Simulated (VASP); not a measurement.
# Ta2Si (I4/mcm) in VASP: a series of runs

The runs below take Ta2Si through relaxation of cell and atoms, single point, with PBEsol.

Everything below comes from runs of VASP 6.6.1. Logs are shortened: lines on timing, memory, paths and dates and some standing lists are left out, and cuts for length are marked.

## Step 1: The cell of the first run

It takes space group I4/mcm (No. 140, tetragonal). The conventional cell has a = 6.137 Å, b = 6.137 Å, c = 5.040 Å, α = 90.00°, β = 90.00°, γ = 90.00°. Within 3.5 Å of Ta (site symmetry m2m) lie 4 Si at 2.62 Å and 11 Ta at 2.83 to 3.25 Å. Within 3.3 Å of Si (site symmetry 422) lie 2 Si at 2.52 Å and 8 Ta at 2.62 Å.

## Step 2: Relaxation of cell and atoms, PBEsol

File INCAR:

```
SYSTEM = Ta2Si
ALGO = Fast ; EDIFF = 1E-7
EDIFFG = -0.001 ; ENCUT = 600
GGA = PS ; IBRION = 2
ISIF = 3 ; ISMEAR = -1
LASPH = .TRUE. ; LCHARG = .FALSE.
LREAL = .FALSE. ; LWAVE = .FALSE.
NELM = 80 ; NSW = 80
PREC = Accurate ; SIGMA = 0.15
```

File KPOINTS:

```
k-points
0
G
  10 10 10
  0 0 0
```

File POSCAR:

```
Ta2Si
1.0
   -3.0683767199      3.0683767199      2.5198993617
    3.0683767199     -3.0683767199      2.5198993617
    3.0683767199      3.0683767199     -2.5198993617
Ta Si
4 2
Direct
    0.6630661939      0.8369338061      0.5000000000
    0.8369338061      0.3369338061      0.1738676122
    0.3369338061      0.1630661939      0.5000000000
    0.1630661939      0.6630661939      0.8261323878
    0.2500000000      0.2500000000      0.0000000000
    0.7500000000      0.7500000000      0.0000000000
```

Potentials or basis: VASP PAW PBE potentials, release 64 (Ta_pv, Si).

Launch:

```
$ cat potpaw_PBE.64/Ta_pv/POTCAR potpaw_PBE.64/Si/POTCAR > POTCAR
$ mpirun -np 1 vasp_std > vasp.out
```

OUTCAR:

```text
SYSTEM = Ta2Si
   EDIFF = 1E-7
   EDIFFG = -0.001
   ENCUT = 600
   GGA = PS
   IBRION = 2
   ISIF = 3
   ISMEAR = -1
   LASPH = .TRUE.
   LREAL = .FALSE.
   NELM = 80
   NSW = 80
   PREC = Accurate

 ion  position               nearest neighbor table
   1  0.663  0.837  0.500-   5 2.62   6 2.62   6 2.62   5 2.62   3 2.83   3 2.94   3 2.94   2 3.22
                             4 3.22   4 3.22   2 3.22   4 3.25   2 3.25   4 3.25   2 3.25
   2  0.837  0.337  0.174-   5 2.62   6 2.62   6 2.62   5 2.62   4 2.83   4 2.94   4 2.94   1 3.22
                             3 3.22   3 3.22   1 3.22   3 3.25   1 3.25   3 3.25   1 3.25
   3  0.337  0.163  0.500-   6 2.62   5 2.62   5 2.62   6 2.62   1 2.83   1 2.94   1 2.94   2 3.22
                             4 3.22   4 3.22   2 3.22   4 3.25   2 3.25   2 3.25   4 3.25
   4  0.163  0.663  0.826-   6 2.62   5 2.62   5 2.62   6 2.62   2 2.83   2 2.94   2 2.94   3 3.22
                             1 3.22   1 3.22   3 3.22   3 3.25   1 3.25   1 3.25   3 3.25
   5  0.250  0.250  0.000-   6 2.52   6 2.52   2 2.62   3 2.62   4 2.62   2 2.62   3 2.62   4 2.62
                             1 2.62   1 2.62
   6  0.750  0.750  0.000-   5 2.52   5 2.52   1 2.62   2 2.62   4 2.62   3 2.62   1 2.62   3 2.62
                             4 2.62   2 2.62

  LATTYP: Found a body centered tetragonal cell.
 ALAT       =     6.1367534398
 C/A-ratio  =     0.8212483641

  Lattice vectors:

 A1 = (  -3.0683767199,   3.0683767199,   2.5198993617)
 A2 = (   3.0683767199,  -3.0683767199,   2.5198993617)
 A3 = (   3.0683767199,   3.0683767199,  -2.5198993617)

Analysis of symmetry for initial positions (statically):
=====================================================================
 Subroutine PRICEL returns:
 Original cell was already a primitive cell.

 Routine SETGRP: Setting up the symmetry group for a
 body centered tetragonal supercell.

 Subroutine GETGRP returns: Found 16 space group operations
 (whereof  8 operations were pure point group operations)
 out of a pool of 16 trial point group operations.

The static configuration has the point symmetry C_4h.
 The point group associated with its full space group is D_4h.

Analysis of symmetry for dynamics (positions and initial velocities):
=====================================================================
 Subroutine PRICEL returns:
 Original cell was already a primitive cell.

 Routine SETGRP: Setting up the symmetry group for a
 body centered tetragonal supercell.

 Subroutine GETGRP returns: Found 16 space group operations
 (whereof  8 operations were pure point group operations)
 out of a pool of 16 trial point group operations.

The dynamic configuration has the point symmetry C_4h.
 The point group associated with its full space group is D_4h.

 Subroutine INISYM returns: Found 16 space group operations
 (whereof  8 operations are pure point group operations),
 and found     1 'primitive' translations

----------------------------------------------------------------------------------------

                                     Primitive cell

  volume of cell :      94.8988

  direct lattice vectors                    reciprocal lattice vectors
    -3.068376720  3.068376720  2.519899362     0.000000000  0.162952612  0.198420623
     3.068376720 -3.068376720  2.519899362     0.162952612  0.000000000  0.198420623
     3.068376720  3.068376720 -2.519899362     0.162952612  0.162952612  0.000000000

  length of vectors
     5.017944219  5.017944219  5.017944219     0.256757273  0.256757273  0.230449793

  position of ions in fractional coordinates (direct lattice)
     0.663066194  0.836933806  0.500000000
     0.836933806  0.336933806  0.173867612
     0.336933806  0.163066194  0.500000000
     0.163066194  0.663066194  0.826132388
     0.250000000  0.250000000  0.000000000
     0.750000000  0.750000000  0.000000000

  ion indices of the primitive-cell ions
   primitive index   ion index
                 1           1
                 2           2
                 3           3
                 4           4
                 5           5
                 6           6

----------------------------------------------------------------------------------------

 KPOINTS: k-points

Automatic generation of k-mesh.
 Grid dimensions read from file:
 generate k-points for:   10   10   10

 Generating k-lattice:

  Cartesian coordinates                     Fractional coordinates (reciprocal lattice)
     0.000000000  0.016295261  0.019842062     0.100000000  0.000000000  0.000000000
     0.016295261  0.000000000  0.019842062     0.000000000  0.100000000  0.000000000
     0.016295261  0.016295261  0.000000000     0.000000000  0.000000000  0.100000000

  Length of vectors
     0.025675727  0.025675727  0.023044979

  Shift w.r.t. Gamma in fractional coordinates (k-lattice)
     0.000000000  0.000000000  0.000000000

 Subroutine IBZKPT returns following result:
[... 32 lines left out ...]
   ENCUT  =  600.0 eV  44.10 Ry    6.64 a.u.  10.02 10.02 10.02*2*pi/ulx,y,z
   NELM   =     80;   NELMIN=  2; NELMDL= -5     # of ELM steps
   EDIFF  = 0.1E-06   stopping-criterion for ELM
   LREAL  =      F    real-space projection
   EDIFFG = -.1E-02   stopping-criterion for IOM
   NSW    =     80    number of steps for IOM
   IBRION =      2    ionic relax: 0-MD 1-quasi-New 2-CG
   NFREE  =      1    steps in history (QN), initial steepest desc. (CG)
   ISIF   =      3    stress and relaxation
   ISYM   =      2    0-nonsym 1-usesym 2-fastsym
   POTIM  = 0.5000    time-step for ionic-motion
   TEBEG  =    0.0;   TEEND  =   0.0 temperature during run
   PSTRESS=    0.0 pullay stress
   NELECT =      52.0000    total number of electrons
   NUPDOWN=      -1.0000    fix difference up-down
   EMIN   =  10.00;   EMAX   =-10.00  energy-range for DOS
   EFERMI =   0.00;   METHOD = LEGACY
   ISMEAR =    -1;   SIGMA  =   0.15  broadening in eV -4-tet -1-fermi 0-gaus
   EFERMI_NEDOS =   21; number of points for ismear=-14 and -15
   IALGO  =     68    algorithm
   IMIX   =      4    mixing-type and parameters
     AMIX     =   0.40;   BMIX     =  1.00
     AMIX_MAG =   1.60;   BMIX_MAG =  1.00
  volume/ion in A,a.u.               =      15.82       106.73
  Fermi-wavevector in a.u.,A,eV,Ry     =   1.339643  2.531558 24.417607  1.794644
  Thomas-Fermi vector in A             =   2.468019
   LORBIT       =      0    0 simple, 1 ext, 2 COOP (PROOUT), +10 PAW based schemes
   GGA     = PS    functional components
   LHFCALC =     F    Hartree Fock is set to
   AEXX    =    0.0000 exact exchange contribution
   IVDW    =     0    specifies the selected vdW correction
   LEPSILON=     F    determine dielectric tensor
   LRPA    =     F    only Hartree local field effects (RPA)
 conjugate gradient relaxation of ions
 non-spin polarized calculation
 RMM-DIIS sequential band-by-band and
  energy-cutoff  :      600.00
  volume of cell :       94.90
 maximum number of plane-waves:      3210
   NGX = 21   NGY = 21   NGZ = 21

--------------------------------------- Ionic step        1  -------------------------------------------

 number of electron      52.0000000 magnetization

 Free energy of the ion-electron system (eV)
  ---------------------------------------------------
  ext. energy  EPLUGINS =         0.00000000
  ---------------------------------------------------
  free energy    TOTEN  =       -65.43716628 eV

  energy without entropy =      -65.17782920  energy(sigma->0) =      -65.30749774

------------------------ aborting loop because EDIFF is reached ----------------------------------------

  FORCE on cell =-STRESS in cart. coord.  units (eV):
  Direction    XX          YY          ZZ          XY          YZ          ZX
  --------------------------------------------------------------------------------------
  -------------------------------------------------------------------------------------
  Total        0.2879625      0.2879625      0.2728528      0.0000000     -0.0000000      0.0000000
  in kB        4.8616757      4.8616757      4.6065780      0.0000000     -0.0000000      0.0000000
  external PRESSURE =       4.7766431 kB  Pullay stress =       0.0000000 kB
[... 101 lines left out ...]
  FREE ENERGIE OF THE ION-ELECTRON SYSTEM (eV)
  ---------------------------------------------------
  free  energy   TOTEN  =       -65.4378626339 eV

  energy  without entropy=      -65.1768689502  energy(sigma->0) =      -65.30736579

[... ionic steps 4 to 8 ...]

--------------------------------------- Ionic step        9  -------------------------------------------

 number of electron      52.0000000 magnetization

------------------------ aborting loop because EDIFF is reached ----------------------------------------
[... 75 lines left out ...]
--------------------------------------- Ionic step       11  -------------------------------------------

 number of electron      52.0000000 magnetization

 Free energy of the ion-electron system (eV)
  ---------------------------------------------------
  ext. energy  EPLUGINS =         0.00000000
  ---------------------------------------------------
  free energy    TOTEN  =       -65.43819761 eV

  energy without entropy =      -65.17581736  energy(sigma->0) =      -65.30700748

 E-fermi :   7.5187     XC(G=0): -12.5896

 val. band max:        7.5023380199   @ k =  -0.4000  -0.4000   0.3000
 cond. band min:       7.5205651542   @ k =  -0.2000   0.2000   0.2000
 fundamental gap:      0.0182271343
 Fermi energy:         7.5186884338

 k-point     1 :       0.0000    0.0000    0.0000
  band No.  band energies     occupation
      1     -26.9468      2.00000
      2     -26.9390      2.00000
      3     -26.9390      2.00000
      4     -26.8778      2.00000
      5     -26.8778      2.00000
      6     -26.8612      2.00000
[... 805 lines left out ...]
     30       9.3184      0.00001
     31      10.1775      0.00000

 [... further k-points ...]

------------------------ aborting loop because EDIFF is reached ----------------------------------------

  FORCE on cell =-STRESS in cart. coord.  units (eV):
  Direction    XX          YY          ZZ          XY          YZ          ZX
  --------------------------------------------------------------------------------------
  -------------------------------------------------------------------------------------
  Total       -0.0003427     -0.0003427     -0.0008049      0.0000000      0.0000000      0.0000000
  in kB       -0.0057761     -0.0057761     -0.0135646      0.0000000      0.0000000      0.0000000
  external PRESSURE =      -0.0083722 kB  Pullay stress =       0.0000000 kB
[... 21 lines left out ...]
  FREE ENERGIE OF THE ION-ELECTRON SYSTEM (eV)
  ---------------------------------------------------
  free  energy   TOTEN  =       -65.4381976087 eV

  energy  without entropy=      -65.1758173553  energy(sigma->0) =      -65.30700748

 reached required accuracy - stopping structural energy minimisation
```

It took 30 min on 1 thread of AMD EPYC 9R14 (Zen 4), shared host; peak memory 0.44 GiB.

What came out:

* Free energy: -65.4382 eV
* Relaxed volume: 15.85 Å³/atom
* Relaxed cell: a = 5.021 Å, b = 5.021 Å, c = 5.021 Å, α = 104.60°, β = 104.60°, γ = 119.73°
* Space group after relaxing (to 0.1 Å): I4/mcm (No. 140)
* Energy gained by relaxing: 0.2 meV/atom
* Ionic steps: 11
* Pressure after relaxing: 0.0 GPa
* Band gap on the k mesh: zero (bands 26 and 27 overlap by 0.75 eV)

Step by step:
| step | energy change (eV) | largest force (eV/Å) | pressure (GPa) | volume (Å³) |
| --- | --- | --- | --- | --- |
| 1 | 0.0000 | 0.0859 | 0.48 | 94.90 |
| 2 | 0.0006 | 0.0013 | -1.13 | 95.55 |
| 3 | -0.0007 | 0.0487 | -0.18 | 95.17 |
| 4 | -0.0010 | 0.0002 | 0.02 | 95.06 |
| 5 | -0.0010 | 0.0013 | 0.02 | 95.07 |
| 6 | -0.0010 | 0.0015 | -0.02 | 95.08 |
| 7 | -0.0010 | 0.0002 | -0.01 | 95.07 |
| 8 | -0.0010 | 0.0003 | 0.00 | 95.08 |
| 9 | -0.0010 | 0.0010 | -0.01 | 95.08 |
| 10 | -0.0010 | 0.0002 | -0.01 | 95.08 |
| 11 | -0.0010 | 0.0006 | 0.00 | 95.07 |

Final structure:
```
CELL_PARAMETERS angstrom
-3.07053 3.07053 2.52096
3.07053 -3.07053 2.52096
3.07053 3.07053 -2.52096
ATOMIC_POSITIONS crystal
Ta 0.66254 0.83746 0.50000
Ta 0.83746 0.33746 0.17492
Ta 0.33746 0.16254 0.50000
Ta 0.16254 0.66254 0.82508
Si 0.25000 0.25000 0.00000
Si 0.75000 0.75000 0.00000
```

Levels at points of the mesh, in eV from the Fermi level:
```
           k point  band 23  band 24  band 25  band 26  band 27  band 28  band 29  band 30
(0.00, 0.00, 0.00)    -2.50    -2.01     0.23     0.26     0.91     1.34     1.34     1.60
(0.50, 0.00, 0.00)    -1.97    -1.97    -1.03    -1.03     0.69     0.69     1.92     1.92
(0.50, 0.50, 0.00)    -1.95    -1.43    -0.20     0.05     0.09     0.68     1.37     1.84
(0.50, 0.50, 0.50)    -1.07    -1.04    -0.98    -0.98    -0.20     0.21     0.71     0.71
```

Caveat: the PAW data sets were made with another functional, which shifts forces and pressure a little; spin-orbit coupling is left out, which moves the levels of the heavy elements.

## Step 3: Single point, PBEsol

This run uses another cell than the first one, of 13.82 Å³/atom.

File INCAR:

```
SYSTEM = Ta2Si
ALGO = Fast
EDIFF = 1E-6
ENCUT = 520
GGA = PS
ISIF = 2
ISMEAR = 0
LASPH = .TRUE.
LCHARG = .TRUE.
LELF = .TRUE.
LREAL = .FALSE.
LVHAR = .TRUE.
LWAVE = .FALSE.
NBANDS = 35
NELM = 100
PREC = Accurate
SIGMA = 0.1
```

KPOINTS is that of step 2.

File POSCAR:

```
Ta2Si
1.0
   -2.9378727832      2.9378727832      2.4020136601
    2.9378727832     -2.9378727832      2.4020136601
    2.9378727832      2.9378727832     -2.4020136601
Ta Si
4 2
Direct
    0.6614543535      0.8385456465      0.5000000000
    0.8385456465      0.3385456465      0.1770912931
    0.3385456465      0.1614543535      0.5000000000
    0.1614543535      0.6614543535      0.8229087069
    0.2500000000      0.2500000000      0.0000000000
    0.7500000000      0.7500000000      0.0000000000
```

Potentials or basis: VASP PAW PBE potentials, release 64 (Ta_pv, Si).

Launch:

```
$ cat potpaw_PBE.64/Ta_pv/POTCAR potpaw_PBE.64/Si/POTCAR > POTCAR
$ mpirun -np 1 vasp_std > vasp.out
```

Wall time 4.1 min (1 thread of Intel Xeon Platinum 8488C (Sapphire Rapids), shared host); peak memory 0.36 GiB.

The run converged. Its results:

```yaml
Free_energy: -63.9429 eV
Pressure: 40.7 GPa
Largest_force: 0.009 eV/Å
Band_gap_on_the_k_mesh: zero (bands 26 and 27 overlap by 0.86 eV)
```

Forces in eV/Å, atoms in the order of the input:
```
Ta   0.006 -0.006  0.000
Ta   0.006  0.006  0.000
Ta  -0.006  0.006  0.000
Ta  -0.006 -0.006  0.000
Si   0.000  0.000  0.000
Si   0.000  0.000  0.000
```

Stress tensor (GPa, compression positive):
```
40.71  0.00  0.00
 0.00 40.71  0.00
 0.00  0.00 40.58
```

Levels at points of the mesh, in eV from the Fermi level:
| k point | band 22 | band 23 | band 24 | band 25 | band 26 | band 27 | band 28 | band 29 | band 30 | band 31 |
| --- | --- | --- | --- | --- | --- | --- | --- | --- | --- | --- |
| (0.00, 0.00, 0.00) | -2.65 | -2.65 | -2.21 | 0.21 | 0.25 | 1.03 | 1.44 | 1.44 | 1.80 | 1.80 |
| (0.50, 0.00, 0.00) | -2.43 | -2.35 | -2.35 | -0.95 | -0.95 | 0.67 | 0.67 | 2.20 | 2.20 | 3.21 |
| (0.50, 0.50, 0.00) | -2.69 | -1.88 | -1.49 | -0.36 | -0.02 | 0.05 | 0.68 | 1.61 | 2.09 | 3.83 |
| (0.50, 0.50, 0.50) | -1.82 | -1.25 | -1.23 | -1.22 | -1.22 | -0.40 | 0.02 | 0.69 | 0.69 | 3.33 |

Caveat: the cell stands under pressure; the PAW data sets were made with another functional, which shifts forces and pressure a little; spin-orbit coupling is left out, which moves the levels of the heavy elements.

## Step 4: Single point, PBEsol

This run uses another cell than the first one, of 14.66 Å³/atom.

File INCAR:

```
SYSTEM = Ta2Si
PREC     = Accurate       ! precision mode
ENCUT    = 520            ! plane-wave cutoff, eV
EDIFF    = 1E-7           ! SCF threshold, eV
ISMEAR   = 0              ! smearing method
SIGMA    = 0.1            ! smearing width, eV
LREAL    = .False.        ! projectors in reciprocal space
LASPH    = .True.         ! aspherical terms in the spheres
NELM     = 60             ! most SCF steps
ALGO     = Fast           ! electronic algorithm
ISIF     = 2              ! what is computed and relaxed
LWAVE    = .False.        ! write WAVECAR
LCHARG   = .False.        ! write CHGCAR
GGA      = PS             ! functional
NBANDS   = 35             ! bands
```

File KPOINTS:

```
regular mesh
0
Gamma
  10 10 10
  0 0 0
```

File POSCAR:

```
Ta2Si
1.0
   -2.9946402148      2.9946402148      2.4528988131
    2.9946402148     -2.9946402148      2.4528988131
    2.9946402148      2.9946402148     -2.4528988131
Ta Si
4 2
Direct
    0.6622020244      0.8377979756      0.5000000000
    0.8377979756      0.3377979756      0.1755959511
    0.3377979756      0.1622020244      0.5000000000
    0.1622020244      0.6622020244      0.8244040489
    0.2500000000      0.2500000000      0.0000000000
    0.7500000000      0.7500000000      0.0000000000
```

Launch:

```
$ cat potpaw_PBE.64/Ta_pv/POTCAR potpaw_PBE.64/Si/POTCAR > POTCAR
$ mpirun -np 1 vasp_std > vasp.out
```

It took 3.9 min on 1 thread of Intel Xeon Platinum 8488C (Sapphire Rapids), shared host; peak memory 0.37 GiB.

The run converged. Its results:

| Property | Result |
| --- | --- |
| Free energy | -64.8955 eV |
| Pressure | 20.5 GPa |
| Largest force | 0.008 eV/Å |
| Band gap on the k mesh | zero (bands 26 and 27 overlap by 0.84 eV) |

Forces on the atoms (eV/Å):
```
Ta   0.006 -0.006  0.000
Ta   0.006  0.006  0.000
Ta  -0.006  0.006  0.000
Ta  -0.006 -0.006  0.000
Si   0.000  0.000  0.000
Si   0.000  0.000  0.000
```

Stress tensor (GPa, compression positive):
```
20.49  0.00  0.00
 0.00 20.49  0.00
 0.00  0.00 20.40
```

Levels at points of the mesh, in eV from the Fermi level:
```csv
k point,band 22,band 23,band 24,band 25,band 26,band 27,band 28,band 29,band 30,band 31
"(0.00, 0.00, 0.00)",-2.61,-2.61,-2.12,0.21,0.23,0.98,1.40,1.40,1.71,1.71
"(0.50, 0.00, 0.00)",-2.25,-2.19,-2.19,-1.01,-1.01,0.69,0.69,2.07,2.07,3.04
"(0.50, 0.50, 0.00)",-2.44,-1.95,-1.48,-0.29,0.01,0.06,0.67,1.49,1.97,3.55
"(0.50, 0.50, 0.50)",-1.67,-1.17,-1.15,-1.12,-1.12,-0.32,0.12,0.70,0.70,3.05
```

Caveat: the cell stands under pressure; the PAW data sets were made with another functional, which shifts forces and pressure a little; spin-orbit coupling is left out, which moves the levels of the heavy elements.

## Step 5: The runs side by side

```csv
task,cell,cutoff (eV),smearing,gap on the mesh (eV),pressure (GPa),largest force (eV/Å)
relaxation of cell and atoms,"relaxed from a = 5.018 Å, angles 104.6, 104.6, 119.7°, 6 atoms, atomic positions A",600,fermi-dirac 0.15 eV,none,0.0,-
single point,"a = 4.799 Å, angles 104.5, 104.5, 119.9°, 6 atoms, atomic positions B",520,gaussian 0.1 eV,none,40.7,0.01
single point,"a = 4.894 Å, angles 104.5, 104.5, 119.8°, 6 atoms, atomic positions C",520,gaussian 0.1 eV,none,20.5,0.01
```

Alike in all rows: level PBEsol; potentials or basis VASP PAW PBE potentials, release 64 (Ta_pv, Si); no spin polarisation; k mesh 10 × 10 × 10.

Caveats: the PAW data sets were made with another functional, which shifts forces and pressure a little; spin-orbit coupling is left out, which moves the levels of the heavy elements; the cell stands under pressure (at least some runs).

Total energies depend on the potentials used, so only differences within one code and one set of settings carry meaning.
